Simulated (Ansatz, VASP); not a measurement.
SnTe: VASP beside Ansatz

POSCAR

```
SnTe
1.0
    0.0000000000      3.1861486200      3.1861486200
    3.1861486200      0.0000000000      3.1861486200
    3.1861486200      3.1861486200      0.0000000000
Sn Te
1 1
Direct
    0.0000000000      0.0000000000      0.0000000000
    0.5000000000      0.5000000000      0.5000000000
```

File INCAR.step1:

```
ALGO = Normal
EDIFF = 1E-5
ENCUT = 550
GGA = PE
GGA_COMPAT = F
ISMEAR = -1
LASPH = T
LCHARG = F
LNONCOLLINEAR = T
LREAL = F
LSORBIT = T
LWAVE = T
MAGMOM = 0 0 0 0 0 0
NBANDS = 32
NELM = 200
PREC = Accurate
SIGMA = 0.1
```

Contents of INCAR.step2:

```
ALGO = Normal
EDIFF = 1E-6
ENCUT = 550
GGA_COMPAT = F
ISIF = 2
ISMEAR = -1
ISTART = 1
LASPH = T
LCHARG = F
LMIXTAU = T
LNONCOLLINEAR = T
LORBIT = 11
LORBMOM = T
LREAL = F
LSORBIT = T
LWAVE = F
MAGMOM = 0 0 0 0 0 0
METAGGA = R2SCAN
NBANDS = 32
NELM = 200
PREC = Accurate
SIGMA = 0.1
```

The input KPOINTS:

```
k-points
0
Gamma
  8 8 8
```

Input for Ansatz:

```yaml
crystal:
  lattice:
    - [0.0, 3.18614862, 3.18614862]
    - [3.18614862, 0.0, 3.18614862]
    - [3.18614862, 3.18614862, 0.0]
  atoms:
    - { symbol: Sn, position: [0.0, 0.0, 0.0] }
    - { symbol: Te, position: [0.5, 0.5, 0.5] }
  symmetry: { tolerance: 0.0003 }
hamiltonian:
  xc: r2scan
  pseudopotentials: { kind: paw_fr, azcp: { folder: soft_1 } }
basis:
  ecutwfc: 500
magnetization:
  noncollinear: true
  spin_orbit: true
scf:
  occupations: { method: fermi_dirac, width: 0.1 }
kpoints:
  mp_grid: { grid: [8, 8, 8], shift: [0, 0, 0] }
  band_path:
    path:
      - [0.0, 0.0, 0.0]
      - [0.5, 0.0, 0.5]
      - [0.625, 0.25, 0.625]
      - [0.375, 0.375, 0.75]
      - [0.0, 0.0, 0.0]
      - [0.5, 0.5, 0.5]
      - [0.5, 0.25, 0.75]
      - [0.5, 0.0, 0.5]
    npoints: 10
output:
  forces: true
  stress: true
  eigenvalues: true
  bader: true
  populations: true
  elf: true
  write_potential: true
  write_density: true
  volumetric_format: npy
  dos:
    e_range: [-12, 8]
    de: 0.05
    projected: { site_lists: { Sn: [Sn], Te: [Te] } }
    method: { smearing: { sigma: 0.1, scheme: gaussian } }
```

Alike in both runs: task single point; functional r2SCAN; k mesh 8 × 8 × 8; occupations fermi-dirac, width 0.1 eV; non-collinear spin, spin-orbit coupling.

```csv
,VASP,Ansatz
version,VASP 6.6.1,Ansatz 0.2.0
potentials or method,"VASP PAW PBE potentials, release 64 (Sn_d, Te), cutoff 550 eV",PAW plane waves
valence electrons in the cell,20,30
```

|  | VASP | Ansatz | Ansatz less VASP |
| --- | --- | --- | --- |
| pressure (GPa) | 0.0 | 0.0 | +0.02 |
| net moment per atom (μB) | 0.00 | 0.00 | 0.000 |

VASP's potentials were made for PBE, not for r2SCAN. The functional is the same, so the differences come from potentials, cutoffs and numerics. VASP's potentials hold 20 valence electrons a cell and Ansatz's 30, so a difference there can come from the potentials and not from the codes.
